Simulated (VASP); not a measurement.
# SiO2: single point with LDA

The system is SiO2.

```
Si O
1.0
     5.24974    0.00000    0.00000
    -2.62487    4.54641    0.00000
     0.00000    0.00000    8.57213
Si O
4 8
Direct
  0.66667 0.33333 0.93754
  0.66667 0.33333 0.56246
  0.33333 0.66667 0.06246
  0.33333 0.66667 0.43754
  0.00000 0.49969 0.00000
  0.49969 0.49969 0.50000
  0.50031 0.00000 0.50000
  0.50031 0.50031 0.00000
  0.00000 0.50031 0.50000
  0.66667 0.33333 0.75000
  0.33333 0.66667 0.25000
  0.49969 0.00000 0.00000
```

This cell differs from its parent crystal: volume scaled by 1.10, then relaxed in part.

```json
{
 "Program": "VASP 6.6.1",
 "Task": "single point",
 "Functional": "LDA",
 "Potentials or basis": "VASP PAW LDA potentials, release 64 (Si, O)",
 "Cutoff": "520 eV",
 "k mesh": "6 × 6 × 4",
 "Occupations": "gaussian, width 0.02 eV",
 "Spin": "no spin polarisation",
 "Dipole correction": "no",
 "Further INCAR settings": "ALGO = Normal; EDIFF = 1e-06; NBANDS = 44"
}
```

* Pressure: -2.4 GPa
* Largest force: 0.007 eV/Å
* Band gap on the k mesh: 5.27 eV, direct

Forces on the atoms (eV/Å):
```
Si   0.000  0.000 -0.007
Si   0.000  0.000  0.007
Si   0.000  0.000  0.007
Si   0.000  0.000 -0.007
O    0.000  0.000  0.000
O    0.000  0.000  0.000
O    0.000  0.000  0.000
O    0.000  0.000  0.000
O    0.000  0.000  0.000
O    0.000  0.000  0.000
O    0.000  0.000  0.000
O    0.000  0.000  0.000
```

Stress tensor (GPa, compression positive):
```
-2.37  0.00  0.00
 0.00 -2.37  0.00
 0.00  0.00 -2.53
```

Levels at points of the mesh, in eV from the valence-band top:
| k point | band 28 | band 29 | band 30 | band 31 | band 32 | band 33 | band 34 | band 35 | band 36 | band 37 |
| --- | --- | --- | --- | --- | --- | --- | --- | --- | --- | --- |
| (0.00, 0.00, 0.00) | -1.00 | -0.02 | -0.02 | -0.01 | 0.00 | 5.27 | 7.47 | 7.89 | 8.03 | 8.60 |
| (0.50, 0.00, 0.00) | -1.22 | -1.03 | -0.88 | -0.67 | -0.01 | 7.45 | 7.61 | 8.38 | 8.66 | 9.16 |
| (0.00, 0.00, 0.50) | -0.48 | -0.48 | -0.48 | 0.00 | 0.00 | 6.03 | 6.03 | 8.30 | 8.30 | 9.20 |
| (0.50, 0.00, 0.50) | -1.07 | -0.83 | -0.83 | -0.36 | -0.36 | 7.79 | 7.79 | 7.96 | 7.96 | 9.10 |

Wall time 2.3 min on 1 thread of Intel(R) Xeon(R) 6975P-C (Granite Rapids) (shared host), peak memory 0.31 GiB.

 A k mesh can miss the band edges.
